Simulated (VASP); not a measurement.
# GaSbTe4 (P-6m2) in VASP: a series of runs

GaSbTe4 is run at these levels: PBE; tasks: single point, relaxation of cell and atoms.

All numbers are computed with VASP 6.6.1; they aren't measurements. Logs are shortened: lines on timing, memory, paths and dates and some standing lists are left out, and cuts for length are marked.

### Step 1. The cell of the first run

The structure is hexagonal, space group P-6m2 (No. 187). The conventional cell has a = 6.450 Å, b = 6.450 Å, c = 5.424 Å, α = 90.00°, β = 90.00°, γ = 120.00°. Ga (site symmetry -6m2) has 3 Sb at 3.72 Å and 15 Te at 3.72 to 4.21 Å within 4.9 Å. Within 4.3 Å of Sb (site symmetry -6m2) lie 9 Te at 3.28 to 3.72 Å and 3 Ga at 3.72 Å. Te (site symmetry -6m2) has 6 Te at 3.30 Å and 3 Sb at 3.72 Å and 3 Ga at 3.72 Å within 4.3 Å. Te (site symmetry mm2) has 6 Te at 3.19 to 3.30 Å and 2 Sb at 3.28 Å within 4.2 Å.

### Step 2. Single point, PBE

Input file INCAR:

```
SYSTEM = GaSbTe4
ALGO     = Normal         ! electronic algorithm
EDIFF    = 1E-6           ! SCF threshold, eV
ENCUT    = 520            ! plane-wave cutoff, eV
GGA      = PE             ! functional
ISIF     = 2              ! what is computed and relaxed
ISMEAR   = 0              ! smearing method
LASPH    = .True.         ! aspherical terms in the spheres
LCHARG   = .True.         ! write CHGCAR
LELF     = .True.         ! ELF
LREAL    = .False.        ! projectors in reciprocal space
LVHAR    = .True.       
LWAVE    = .False.        ! write WAVECAR
NBANDS   = 30             ! bands
NELM     = 100            ! most SCF steps
PREC     = Accurate       ! precision mode
SIGMA    = 0.1            ! smearing width, eV
```

Input file KPOINTS:

```
k-points
0
Gamma
  6 6 8
  0 0 0
```

Input file POSCAR:

```
GaSbTe4
1.0
    6.4497695559      0.0000000000      0.0000000000
   -3.2248847779      5.5856642839      0.0000000000
    0.0000000000      0.0000000000      5.4242242830
Ga Sb Te
1 1 4
Direct
    0.0000000000      0.0000000000      0.0000000000
    0.3333333333      0.6666666667      0.0000000000
    0.6666666667      0.3333333333      0.0000000000
    0.0037779887      0.5018889944      0.5000000000
    0.4981110056      0.5018889944      0.5000000000
    0.4981110056      0.9962220113      0.5000000000
```

Potentials or basis: VASP PAW PBE potentials, release 64 (Ga_d, Sb, Te).

On the command line:

```sh
$ cat potpaw_PBE.64/Ga_d/POTCAR potpaw_PBE.64/Sb/POTCAR potpaw_PBE.64/Te/POTCAR > POTCAR
$ mpirun -np 1 vasp_std > vasp.out
```

OUTCAR:

```text
SYSTEM = GaSbTe4
   EDIFF = 1E-6
   ENCUT = 520
   GGA = PE
   ISIF = 2
   ISMEAR = 0
   LASPH = .True.
   LREAL = .False.
   NELM = 100
   PREC = Accurate

 ion  position               nearest neighbor table
   1  0.000  0.000  0.000-
   2  0.333  0.667  0.000-   6 3.28   6 3.28   5 3.28   5 3.28   4 3.28   4 3.28   3 3.72   3 3.72
                             3 3.72
   3  0.667  0.333  0.000-   6 3.30   6 3.30   4 3.30   4 3.30   5 3.30   5 3.30   2 3.72   2 3.72
                             2 3.72
   4  0.004  0.502  0.500-   6 3.19   5 3.19   6 3.26   5 3.26   2 3.28   2 3.28   3 3.30   3 3.30

   5  0.498  0.502  0.500-   6 3.19   4 3.19   6 3.26   4 3.26   2 3.28   2 3.28   3 3.30   3 3.30

   6  0.498  0.996  0.500-   5 3.19   4 3.19   5 3.26   4 3.26   2 3.28   2 3.28   3 3.30   3 3.30

  LATTYP: Found a hexagonal cell.
 ALAT       =     6.4497695559
 C/A-ratio  =     0.8409950520

  Lattice vectors:

 A1 = (   6.4497695559,   0.0000000000,   0.0000000000)
 A2 = (  -3.2248847779,   5.5856642839,   0.0000000000)
 A3 = (   0.0000000000,   0.0000000000,   5.4242242830)

Analysis of symmetry for initial positions (statically):
=====================================================================
 Subroutine PRICEL returns:
 Original cell was already a primitive cell.

 Routine SETGRP: Setting up the symmetry group for a
 hexagonal supercell.

 Subroutine GETGRP returns: Found 12 space group operations
 (whereof 12 operations were pure point group operations)
 out of a pool of 24 trial point group operations.

The static configuration has the point symmetry D_3h.

Analysis of symmetry for dynamics (positions and initial velocities):
=====================================================================
 Subroutine PRICEL returns:
 Original cell was already a primitive cell.

 Routine SETGRP: Setting up the symmetry group for a
 hexagonal supercell.

 Subroutine GETGRP returns: Found 12 space group operations
 (whereof 12 operations were pure point group operations)
 out of a pool of 24 trial point group operations.

The dynamic configuration has the point symmetry D_3h.

 Subroutine INISYM returns: Found 12 space group operations
 (whereof 12 operations are pure point group operations),
 and found     1 'primitive' translations

[... 98 lines left out ...]
   LSORBIT =      F    spin-orbit coupling
   LASPH  =      T    aspherical Exc in radial PAW
   ENCUT  =  520.0 eV  38.22 Ry    6.18 a.u.  11.99 11.99 10.09*2*pi/ulx,y,z
   NELM   =    100;   NELMIN=  2; NELMDL= -5     # of ELM steps
   EDIFF  = 0.1E-05   stopping-criterion for ELM
   LREAL  =      F    real-space projection
   EDIFFG = 0.1E-04   stopping-criterion for IOM
   NSW    =      0    number of steps for IOM
   IBRION =     -1    ionic relax: 0-MD 1-quasi-New 2-CG
   NFREE  =      0    steps in history (QN), initial steepest desc. (CG)
   ISIF   =      2    stress and relaxation
   ISYM   =      2    0-nonsym 1-usesym 2-fastsym
   POTIM  = 0.5000    time-step for ionic-motion
   TEBEG  =    0.0;   TEEND  =   0.0 temperature during run
   PSTRESS=    0.0 pullay stress
   NELECT =      42.0000    total number of electrons
   NUPDOWN=      -1.0000    fix difference up-down
   EMIN   =  10.00;   EMAX   =-10.00  energy-range for DOS
   EFERMI =   0.00;   METHOD = LEGACY
   ISMEAR =     0;   SIGMA  =   0.10  broadening in eV -4-tet -1-fermi 0-gaus
   EFERMI_NEDOS =   21; number of points for ismear=-14 and -15
   IALGO  =     38    algorithm
   IMIX   =      4    mixing-type and parameters
     AMIX     =   0.40;   BMIX     =  1.00
     AMIX_MAG =   1.60;   BMIX_MAG =  1.00
  volume/ion in A,a.u.               =      32.57       219.79
  Fermi-wavevector in a.u.,A,eV,Ry     =   0.980631  1.853124 13.083873  0.961638
  Thomas-Fermi vector in A             =   2.111576
   LORBIT       =      0    0 simple, 1 ext, 2 COOP (PROOUT), +10 PAW based schemes
   GGA     = PE    functional components
   LHFCALC =     F    Hartree Fock is set to
   AEXX    =    0.0000 exact exchange contribution
   IVDW    =     0    specifies the selected vdW correction
   LEPSILON=     F    determine dielectric tensor
   LRPA    =     F    only Hartree local field effects (RPA)
 non-spin polarized calculation
 Gauss-broadening in eV      SIGMA  =   0.10
  energy-cutoff  :      520.00
  volume of cell :      195.41
 maximum number of plane-waves:      5286
 NGX is ok and might be reduce to    48
   NGX = 23   NGY = 23   NGZ = 21

 number of electron      42.0000002 magnetization

 Free energy of the ion-electron system (eV)
  ---------------------------------------------------
  ext. energy  EPLUGINS =         0.00000000
  ---------------------------------------------------
  free energy    TOTEN  =       -17.45746788 eV

  energy without entropy =      -17.42997941  energy(sigma->0) =      -17.44372364

 E-fermi :   5.7057     XC(G=0):  -9.1331

 val. band max:        5.7036465566   @ k =   0.1667   0.0000   0.1250
 cond. band min:       5.7185175729   @ k =   0.3333   0.1667   0.2500
 fundamental gap:      0.0148710163
 Fermi energy:         5.7056810527

 k-point     1 :       0.0000    0.0000    0.0000
  band No.  band energies     occupation
      1      -9.7431      2.00000
      2      -9.7248      2.00000
      3      -9.7248      2.00000
      4      -9.6748      2.00000
      5      -9.6748      2.00000
      6      -7.8068      2.00000
[... 781 lines left out ...]
     29       8.6516      0.00000
     30      10.9690      0.00000

 [... further k-points ...]
[... 5 lines left out ...]
  --------------------------------------------------------------------------------------
  -------------------------------------------------------------------------------------
  Total       -0.0629231     -0.0629231     -0.0786488     -0.0000000      0.0000000      0.0000000
  in kB       -0.5158986     -0.5158986     -0.6448315     -0.0000000      0.0000000      0.0000000
  external PRESSURE =      -0.5588762 kB  Pullay stress =       0.0000000 kB

 VOLUME and BASIS-vectors are now :
 -----------------------------------------------------------------------------
  energy-cutoff  :      520.00
  volume of cell :      195.41
      direct lattice vectors                 reciprocal lattice vectors
     6.449769556  0.000000000  0.000000000     0.155044299  0.089514868  0.000000000
    -3.224884778  5.585664284  0.000000000     0.000000000  0.179029736  0.000000000
     0.000000000  0.000000000  5.424224283     0.000000000  0.000000000  0.184358158

 POSITION                                       TOTAL-FORCE (eV/Angst)
 -----------------------------------------------------------------------------------
      0.00000      0.00000      0.00000        -0.000000     -0.000000      0.000000
     -0.00000      3.72378      0.00000        -0.000000      0.000000      0.000000
      3.22488      1.86189      0.00000        -0.000000      0.000000      0.000000
     -1.59417      2.80338      2.71211         0.000457      0.000264      0.000000
      1.59417      2.80338      2.71211        -0.000457      0.000264      0.000000
     -0.00000      5.56456      2.71211        -0.000000     -0.000527     -0.000000
 -----------------------------------------------------------------------------------
    total drift:                                0.000000     -0.000000      0.000000

  FREE ENERGIE OF THE ION-ELECTRON SYSTEM (eV)
  ---------------------------------------------------
  free  energy   TOTEN  =       -17.4574678763 eV

  energy  without entropy=      -17.4299794074  energy(sigma->0) =      -17.44372364
```

stdout:

```text
POSCAR found type information on POSCAR GaSbTe
 POSCAR found :  3 types and       6 ions
 scaLAPACK will be used
 LDA part: xc-table for (Slater+PW92), standard interpolation
 POSCAR, INCAR and KPOINTS ok, starting setup
 FFT: planning ... GRIDC
 FFT: planning ... GRID_SOFT
 FFT: planning ... GRID
 WAVECAR not read
 entering main loop
```

Wall time 85 s (1 thread of Intel Xeon 6975P-C (Granite Rapids), shared host); peak memory 0.42 GiB.

What came out:

- Free energy: -17.4575 eV
- Pressure: -0.1 GPa
- Band gap on the k mesh: zero (band 21 reaches 6.40 eV, above the bottom of band 22 at 5.05 eV)

Caveat: spin-orbit coupling is left out, which moves the levels of the heavy elements.

### Step 3. Relaxation of cell and atoms, PBE

This run uses another cell than the first one, of 30.60 Å³/atom, 0.940 times its volume.

Input file INCAR:

```
PREC = Accurate
ENCUT = 600
EDIFF = 1E-6
ISMEAR = 0
SIGMA = 0.1
LREAL = F
LASPH = T
NELM = 80
ALGO = Normal
ISIF = 3
LWAVE = F
LCHARG = F
GGA = PE
IBRION = 2
NSW = 90
EDIFFG = -0.04
```

Input file KPOINTS:

```
regular mesh
0
Gamma
  3 3 4
```

Input file POSCAR:

```
GaSbTe4
1.0
    6.5755502500      0.0000000000      0.0000000000
   -3.2877751200      5.6945935600      0.0000000000
    0.0000000000      0.0000000000      4.9033557800
Ga Sb Te
1 1 4
Direct
    0.0000000000      0.0000000000      0.0000000000
    0.3333333300      0.6666666700      0.0000000000
    0.6666666700      0.3333333300      0.0000000000
    0.9935383200      0.4967691600      0.5000000000
    0.5032308400      0.4967691600      0.5000000000
    0.5032308400      0.0064616800      0.5000000000
```

Potentials or basis: VASP PAW PBE potentials, release 64 (Ga_d, Sb, Te).

On the command line:

```sh
$ cat potpaw_PBE.64/Ga_d/POTCAR potpaw_PBE.64/Sb/POTCAR potpaw_PBE.64/Te/POTCAR > POTCAR
$ mpirun -np 1 vasp_std > vasp.out
```

It took 2.5 min on 1 thread of Intel Xeon 6975P-C (Granite Rapids), shared host; peak memory 0.38 GiB.

The run converged. Its results:

```yaml
Free_energy: -17.6144 eV
Relaxed_volume: 33.61 Å³/atom
Relaxed_cell: a = 6.821 Å, b = 6.821 Å, c = 5.005 Å, α = 90.00°, β = 90.00°, γ = 120.00°
Space_group_after_relaxing_to_0.05_Å: P-6m2 (No. 187)
Energy_gained_by_relaxing: 42.4 meV/atom
Ionic_steps: 7
Pressure_after_relaxing: 0.0 GPa
Largest_force_after_relaxing: 0.017 eV/Å
Band_gap_on_the_k_mesh: zero (band 21 reaches 6.19 eV, above the bottom of band 22 at 4.92 eV)
```

Forces in eV/Å, atoms in the order of the input:
```
Ga   0.000  0.000  0.000
Sb   0.000  0.000  0.000
Te   0.000  0.000  0.000
Te   0.014  0.008  0.000
Te  -0.014  0.008  0.000
Te   0.000 -0.017  0.000
```

Step by step:
```tsv
step	energy change (eV)	largest force (eV/Å)	pressure (GPa)	volume (Å³)
1	0.0000	0.7632	3.94	183.61
2	-0.2239	0.2134	-0.75	204.36
3	-0.2308	0.2753	-0.16	200.95
4	-0.2510	0.1295	-0.02	201.06
5	-0.2541	0.0542	0.07	201.10
6	-0.2541	0.0494	0.08	201.10
7	-0.2546	0.0167	-0.04	201.65
```

Final structure:
```
Ga Sb Te
1.0
     6.82077    0.00000    0.00000
    -3.41039    5.90696    0.00000
     0.00000    0.00000    5.00506
Ga Sb Te
1 1 4
Direct
  0.00000 0.00000 0.00000
  0.33333 0.66667 0.00000
  0.66667 0.33333 0.00000
  0.00350 0.50175 0.50000
  0.49825 0.50175 0.50000
  0.49825 0.99650 0.50000
```

Levels at points of the mesh, in eV from the Fermi level:
```
           k point  band 17  band 18  band 19  band 20  band 21  band 22  band 23  band 24  band 25
(0.00, 0.00, 0.00)    -1.70    -1.70    -1.59    -1.59     0.18     0.18     0.83     0.96     0.96
(0.00, 0.00, 0.50)    -1.59    -1.59    -0.21    -0.19     0.52     0.94     1.33     1.33     2.27
```

Caveat: the k points lie up to 0.35 Å⁻¹ apart in the final cell; spin-orbit coupling is left out, which moves the levels of the heavy elements.

### Step 4. Relaxation of cell and atoms, PBE

This run uses another cell than the first one, of 33.61 Å³/atom, 1.032 times its volume.

Input file INCAR:

```
SYSTEM = GaSbTe4
  PREC = Accurate
  ENCUT = 600
  EDIFF = 1E-6
  ISMEAR = 0
  SIGMA = 0.1
  LREAL = .FALSE.
  LASPH = .TRUE.
  NELM = 100
  ALGO = Normal
  ISIF = 3
  LWAVE = .FALSE.
  LCHARG = .FALSE.
  GGA = PE
  IBRION = 2
  NSW = 100
  EDIFFG = -0.01
```

Input file KPOINTS:

```
regular mesh
0
G
  6 6 8
  0 0 0
```

Input file POSCAR:

```
GaSbTe4
1.0
    6.8204255748      0.0000000000      0.0000000000
   -3.4102127874      5.9066618124      0.0000000000
    0.0000000000      0.0000000000      5.0060831423
Ga Sb Te
1 1 4
Direct
    0.0000000000      0.0000000000      0.0000000000
    0.3333333333      0.6666666667      0.0000000000
    0.6666666667      0.3333333333      0.0000000000
    0.0037904805      0.5018952402      0.5000000000
    0.4981047598      0.5018952402      0.5000000000
    0.4981047598      0.9962095195      0.5000000000
```

On the command line:

```sh
$ cat potpaw_PBE.64/Ga_d/POTCAR potpaw_PBE.64/Sb/POTCAR potpaw_PBE.64/Te/POTCAR > POTCAR
$ mpirun -np 1 vasp_std > vasp.out
```

It took 21 min on 1 thread of Intel Xeon 6975P-C (Granite Rapids), shared host; peak memory 0.51 GiB.

The run converged. Its results:

```
Free energy                            : -17.4577 eV
Relaxed volume                         : 32.51 Å³/atom
Relaxed cell                           : a = 6.448 Å, b = 6.448 Å, c = 5.417 Å, α = 90.00°, β = 90.00°, γ = 120.00°
Space group after relaxing (to 0.05 Å) : P-6m2 (No. 187)
Energy gained by relaxing              : 10.7 meV/atom
Ionic steps                            : 20
Pressure after relaxing                : 0.0 GPa
Band gap on the k mesh                 : zero (band 21 reaches 6.43 eV, above the bottom of band 22 at 5.06 eV)
```

Forces in eV/Å, atoms in the order of the input:
```
Ga   0.000  0.000  0.000
Sb   0.000  0.000  0.000
Te   0.000  0.000  0.000
Te   0.002  0.001  0.000
Te  -0.002  0.001  0.000
Te   0.000 -0.003  0.000
```

The path:
```
step  energy change (eV)  largest force (eV/Å)  pressure (GPa)  volume (Å³)
   1              0.0000                0.0132            0.26       201.67
   2             -0.0014                0.0016           -0.08       203.26
   3             -0.0015                0.0002           -0.02       203.05
   4             -0.0015                0.0003           -0.05       203.11
   5             -0.0017                0.0018           -0.03       202.97
   6             -0.0025                0.0071           -0.05       202.57
   7             -0.0040                0.0207           -0.05       201.77
   8             -0.0093                0.0510           -0.04       200.11
   9             -0.0362                0.0649            0.11       196.66
  10             -0.0343                0.0246            1.17       189.20
  11             -0.0567                0.0444            0.39       193.70
  12             -0.0547                0.0318            0.76       191.32
  13             -0.0588                0.0352            0.54       192.60
  14             -0.0586                0.0339            0.59       192.37
  15             -0.0619                0.0323            0.33       193.50
  16             -0.0638                0.0308            0.01       195.05
  17             -0.0638                0.0307           -0.02       195.16
  18             -0.0638                0.0308            0.01       195.11
  19             -0.0638                0.0238            0.00       195.10
  20             -0.0639                0.0027            0.02       195.06
```

Final structure:
```
CELL_PARAMETERS angstrom
6.44822 0.00000 0.00000
-3.22411 5.58432 0.00000
0.00000 0.00000 5.41710
ATOMIC_POSITIONS crystal
Ga 0.00000 0.00000 0.00000
Sb 0.33333 0.66667 0.00000
Te 0.66667 0.33333 0.00000
Te 0.00371 0.50186 0.50000
Te 0.49814 0.50186 0.50000
Te 0.49814 0.99629 0.50000
```

Levels at points of the mesh, in eV from the Fermi level:
```csv
k point,band 17,band 18,band 19,band 20,band 21,band 22,band 23,band 24,band 25
"(0.00, 0.00, 0.00)",-2.12,-2.00,-1.79,-1.79,-0.24,-0.24,1.40,1.61,1.61
"(0.50, 0.00, 0.00)",-2.29,-2.02,-1.86,-1.59,-0.71,0.41,0.51,0.92,1.99
"(0.00, 0.00, 0.50)",-1.62,-1.62,-1.37,-0.78,0.44,1.45,1.56,1.85,2.12
"(0.50, 0.00, 0.50)",-2.20,-1.90,-1.67,-0.08,0.22,0.22,0.79,0.94,1.99
```

Caveat: spin-orbit coupling is left out, which moves the levels of the heavy elements.

### Step 5. Summary

| task | cell | k mesh | cutoff (eV) | gap on the mesh (eV) | pressure (GPa) | relaxed volume (Å³/atom) |
| --- | --- | --- | --- | --- | --- | --- |
| single point | a = 6.450, b = 6.450, c = 5.424 Å, angles 90.0, 90.0, 120.0°, 6 atoms | 6 × 6 × 8 | 520 | none | -0.1 | - |
| relaxation of cell and atoms | relaxed from a = 6.576, b = 6.576, c = 4.903 Å, angles 90.0, 90.0, 120.0°, 6 atoms | 3 × 3 × 4 | 600 | none | 0.0 | 33.61 |
| relaxation of cell and atoms | relaxed from a = 6.820, b = 6.820, c = 5.006 Å, angles 90.0, 90.0, 120.0°, 6 atoms | 6 × 6 × 8 | 600 | none | 0.0 | 32.51 |

Alike in all rows: level PBE; potentials or basis VASP PAW PBE potentials, release 64 (Ga_d, Sb, Te); no spin polarisation; smearing gaussian 0.1 eV.

Caveats: some runs use coarse meshes; spin-orbit coupling is left out, which moves the levels of the heavy elements.

Absolute energies hang on the potentials; compare differences alone.
